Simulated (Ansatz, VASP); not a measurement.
# B: VASP beside Ansatz

```
B
1.0
     0.00000    1.26019    1.26019
     1.26019    0.00000    1.26019
     1.26019    1.26019    0.00000
B
1
Direct
  0.00000 0.00000 0.00000
```

Change from the starting cell: volume scaled by 0.68, LAPW.

Alike in both runs: task single point; functional PBE; k mesh 24 × 24 × 24; occupations fermi-dirac, width 0.05 eV; no spin polarisation.

```csv
,VASP,Ansatz
version,VASP 6.6.1,Ansatz 0.2.0
potentials or method,"VASP PAW PBE potentials, release 64 (B), cutoff 520 eV","all-electron LAPW, scalar-relativistic"
```

```csv
,VASP,Ansatz,Ansatz less VASP
pressure (GPa),210.9,210.7,-0.20
```

Both programs put the cell under a high pressure, so it lies far from rest at this level. Ansatz ran all-electron here, and VASP with PAW potentials.

Noted on VASP's run: the cell as given lies far from equilibrium.
